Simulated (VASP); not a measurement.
Runs of VASP 6.6.1 on BAs. The structure is that of space group F-43m (No. 216), or close to it. The cells are those of the table. 

```csv
task,cell,k mesh for the DOS,occupations for the DOS,gap on the mesh (eV),pressure (GPa)
single point,"a = 3.389 Å, angles 60.0°, 2 atoms",-,-,1.19,(b)
single point,"a = 3.422 Å, angles 60.0°, 2 atoms",-,-,(a),-1.8
single point,"a = 3.444 Å, angles 60.0°, 2 atoms",-,-,1.24,-4.1
single point,"a = 3.353 Å, angles 60.0°, 2 atoms",-,-,(c),6.7
```

Alike in all rows: level PBE; potentials or basis VASP PAW PBE potentials, release 64 (B, As); no spin polarisation; k mesh 12 × 12 × 12; cutoff (eV) 520; smearing gaussian 0.05 eV.

Estimate the missing entries.

(a) 1.22; (b) 2.0; (c) 1.16.

A k mesh can miss the band edges, and the runs leave out spin-orbit coupling on As.
